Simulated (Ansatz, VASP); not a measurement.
## One calculation of ScAl3, two programs

```
Sc Al
1.0
     3.90146    0.00000    0.00000
     0.00000    3.90146    0.00000
     0.00000    0.00000    3.90146
Sc Al
1 3
Cartesian
  0.0000 0.0000 0.0000
  1.9507 0.0000 1.9507
  0.0000 1.9507 1.9507
  1.9507 1.9507 0.0000
```

Alike in both runs: task single point; functional PBEsol; k mesh 10 × 10 × 10; occupations gaussian, width 0.1 eV; no spin polarisation.

|  | VASP | Ansatz |
| --- | --- | --- |
| version | VASP 6.6.1 | Ansatz 0.2.0 |
| potentials or method | VASP PAW PBE potentials, release 64 (Sc_sv, Al), cutoff 520 eV | scalar-relativistic, plane waves, PAW |
| valence electrons in the cell | 20 | 20 |

```csv
,VASP,Ansatz,Ansatz less VASP
gap on the k mesh at the Fermi level (eV),none,none,-
pressure (GPa),15.3,15.1,-0.18
```

VASP's potentials were made for PBE, not for PBEsol. A gap of «none» marks a metal or a gap that the smearing closes.
